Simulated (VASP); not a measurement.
# Ag (P6_3/mmc) in VASP: a series of runs, part 2 of 2

VASP 6.6.1.

### 4 Electric field gradients, LDA (volume scaled by 0.99)

Input file INCAR:

```
  PREC = Accurate
  ENCUT = 520
  EDIFF = 1E-8
  ISMEAR = -1
  SIGMA = 0.05
  LREAL = False
  LASPH = True
  NELM = 80
  ALGO = Normal
  ISIF = 2
  LWAVE = False
  LCHARG = False
  LEFG = True
  NBANDS = 18
```

Input file KPOINTS:

```
Automatic mesh
0
Gamma
  14 14 8
```

Input file POSCAR:

```
Ag
1.0
    2.9201986825      0.0000000000      0.0000000000
   -1.4600993413      2.5289662432      0.0000000000
    0.0000000000      0.0000000000      4.7739798135
Ag
2
Direct
    0.3333333333      0.6666666667      0.2500000000
    0.6666666667      0.3333333333      0.7500000000
```

Potentials or basis: VASP PAW LDA potentials, release 64 (Ag).

Launch:

```bash
> cat potpaw_LDA.64/Ag/POTCAR > POTCAR
> mpirun -np 1 vasp_std > vasp.out
```

OUTCAR:

```text
PREC = Accurate
   ENCUT = 520
   EDIFF = 1E-8
   ISMEAR = -1
   LREAL = False
   LASPH = True
   NELM = 80
   ISIF = 2

 ion  position               nearest neighbor table
   1  0.333  0.667  0.250-   2 2.92   2 2.92   2 2.92   2 2.92   2 2.92   2 2.92
   2  0.667  0.333  0.750-   1 2.92   1 2.92   1 2.92   1 2.92   1 2.92   1 2.92

  LATTYP: Found a hexagonal cell.
 ALAT       =     2.9201986825
 C/A-ratio  =     1.6348133578

  Lattice vectors:

 A1 = (   2.9201986825,   0.0000000000,   0.0000000000)
 A2 = (  -1.4600993413,   2.5289662432,   0.0000000000)
 A3 = (   0.0000000000,   0.0000000000,   4.7739798135)

Analysis of symmetry for initial positions (statically):
=====================================================================
 Subroutine PRICEL returns:
 Original cell was already a primitive cell.

 Routine SETGRP: Setting up the symmetry group for a
 hexagonal supercell.

 Subroutine GETGRP returns: Found 24 space group operations
 (whereof 12 operations were pure point group operations)
 out of a pool of 24 trial point group operations.

The static configuration has the point symmetry D_3d.
 The point group associated with its full space group is D_6h.

Analysis of symmetry for dynamics (positions and initial velocities):
=====================================================================
 Subroutine PRICEL returns:
 Original cell was already a primitive cell.

 Routine SETGRP: Setting up the symmetry group for a
 hexagonal supercell.

 Subroutine GETGRP returns: Found 24 space group operations
 (whereof 12 operations were pure point group operations)
 out of a pool of 24 trial point group operations.

The dynamic configuration has the point symmetry D_3d.
 The point group associated with its full space group is D_6h.
[... 151 lines left out ...]
 fundamental gap:      0.0839861532
 Fermi energy:         7.6416988279

 k-point     1 :       0.0000    0.0000    0.0000
  band No.  band energies     occupation
      1       0.1005      2.00000
      2       1.4961      2.00000
      3       3.0256      2.00000
      4       3.1260      2.00000
      5       3.1260      2.00000
      6       3.3520      2.00000
[... 481 lines left out ...]
      5       3.0089      2.00000
      6       3.1270      2.00000
[... 10 lines left out ...]
     17      18.0206      0.00000
     18      18.9122      0.00000

 [... further k-points ...]
[... 5 lines left out ...]
  --------------------------------------------------------------------------------------
  -------------------------------------------------------------------------------------
  Total       -2.1048063     -2.1048063     -2.1863725      0.0000000     -0.0000000      0.0000000
  in kB      -95.6503816    -95.6503816    -99.3570583      0.0000000     -0.0000000      0.0000000
  external PRESSURE =     -96.8859405 kB  Pullay stress =       0.0000000 kB

 VOLUME and BASIS-vectors are now :
 -----------------------------------------------------------------------------
  energy-cutoff  :      520.00
  volume of cell :       35.26
      direct lattice vectors                 reciprocal lattice vectors
     2.920198683  0.000000000  0.000000000     0.342442453  0.197709242  0.000000000
    -1.460099341  2.528966243  0.000000000     0.000000000  0.395418485  0.000000000
     0.000000000  0.000000000  4.773979813     0.000000000  0.000000000  0.209468837

 POSITION                                       TOTAL-FORCE (eV/Angst)
 -----------------------------------------------------------------------------------
     -0.00000      1.68598      1.19349         0.000000     -0.000000      0.000000
      1.46010      0.84299      3.58048        -0.000000      0.000000      0.000000
 -----------------------------------------------------------------------------------
    total drift:                               -0.000000      0.000000     -0.000000

  FREE ENERGIE OF THE ION-ELECTRON SYSTEM (eV)
  ---------------------------------------------------
  free  energy   TOTEN  =        -7.4460467227 eV

  energy  without entropy=       -7.4420765499  energy(sigma->0) =       -7.44406164

 Electric field gradients (V/A^2)
---------------------------------------------------------------------
 ion       V_xx      V_yy      V_zz      V_xy      V_xz      V_yz
---------------------------------------------------------------------
   1      -2.000    -2.001     4.002    -0.001     0.000    -0.000
   2      -2.000    -2.001     4.002    -0.001    -0.000     0.000
---------------------------------------------------------------------

 Electric field gradients after diagonalization (V/A^2)
 (convention: |V_zz| > |V_xx| > |V_yy|)
----------------------------------------------------------------------
 ion       V_xx      V_yy      V_zz     asymmetry (V_yy - V_xx)/ V_zz
----------------------------------------------------------------------
   1      -2.002    -2.000     4.002       0.000
   2      -2.002    -2.000     4.002       0.000
----------------------------------------------------------------------

           NMR quadrupolar parameters

 Cq : quadrupolar parameter    Cq=e*Q*V_zz/h
 eta: asymmetry parameters     (V_yy - V_xx)/ V_zz
 Q  : nuclear electric quadrupole moment in mb (millibarn)
----------------------------------------------------------------------
 ion       Cq(MHz)       eta       Q (mb)
----------------------------------------------------------------------
   1       0.010       0.000       1.000
   2       0.010       0.000       1.000
----------------------------------------------------------------------
```

OSZICAR:

```text
N       E                     dE             d eps       ncg     rms          rms(c)
DAV:   1     0.123334308577E+03    0.12333E+03   -0.11737E+04  4320   0.121E+03
DAV:   2    -0.596915145580E+01   -0.12930E+03   -0.12295E+03  4470   0.265E+02
DAV:   3    -0.803458615571E+01   -0.20654E+01   -0.20567E+01  5046   0.379E+01
DAV:   4    -0.804079255843E+01   -0.62064E-02   -0.62057E-02  4792   0.204E+00
DAV:   5    -0.804084180341E+01   -0.49245E-04   -0.49244E-04  4750   0.196E-01    0.711E+00
DAV:   6    -0.747141032356E+01    0.56943E+00   -0.14730E+00  4472   0.129E+01    0.458E+00
DAV:   7    -0.745415327806E+01    0.17257E-01   -0.12262E-02  4670   0.100E+00    0.258E+00
DAV:   8    -0.744602897590E+01    0.81243E-02   -0.90107E-04  4494   0.291E-01    0.744E-02
DAV:   9    -0.744604700886E+01   -0.18033E-04   -0.20162E-05  5034   0.315E-02    0.173E-02
DAV:  10    -0.744604666837E+01    0.34048E-06   -0.22518E-06  4686   0.145E-02    0.212E-03
DAV:  11    -0.744604672140E+01   -0.53029E-07   -0.78675E-08  5154   0.226E-03    0.962E-04
DAV:  12    -0.744604672275E+01   -0.13474E-08   -0.13318E-09  2450   0.338E-04
   1 F= -.74460467E+01 E0= -.74440616E+01  d E =-.397017E-02
```

stdout:

```text
POSCAR found type information on POSCAR Ag
 POSCAR found :  1 types and       2 ions
 scaLAPACK will be used
 LDA part: xc-table for (Slater(with rela. corr.)+CA(PZ))
 , standard interpolation
 POSCAR, INCAR and KPOINTS ok, starting setup
 FFT: planning ... GRIDC
 FFT: planning ... GRID_SOFT
 FFT: planning ... GRID
 WAVECAR not read
 entering main loop
ion   1

ion   2
```

Run time: 34 s. Hardware: 1 thread of AMD EPYC 9R45 (Zen 5), shared host; peak memory 0.15 GiB.

Results:

| Quantity | Value |
| --- | --- |
| Free energy | -7.4460 eV |
| Pressure | -9.7 GPa |
| Band gap on the k mesh | zero (band 11 reaches 11.27 eV, above the bottom of band 12 at 4.36 eV) |

Stress tensor (GPa, compression positive):
```
-9.57  0.00  0.00
 0.00 -9.57  0.00
 0.00  0.00 -9.94
```

Levels at points of the mesh, in eV from the Fermi level:
```tsv
k point	band 8	band 9	band 10	band 11	band 12	band 13	band 14	band 15
(0.00, 0.00, 0.00)	-3.95	-3.95	-2.98	-2.98	-0.31	3.41	15.64	17.45
(0.50, 0.00, 0.00)	-2.85	-2.80	-2.72	0.15	1.49	6.70	7.00	9.05
(0.00, 0.00, 0.50)	-4.37	-3.28	-3.28	-3.28	-3.28	10.89	10.89	15.96
(0.50, 0.00, 0.50)	-3.03	-2.77	-2.77	0.81	0.81	4.41	4.41	13.31
```

Electric field gradients, principal values (V/Å²):
```
atom   least  middle  greatest (by size)
1 Ag  -2.000  -2.002               4.002
2 Ag  -2.000  -2.002               4.002
```

Caveat: without QUAD_EFG the Cq values of the log hold for a quadrupole moment of 1 mb, not for the nuclei.
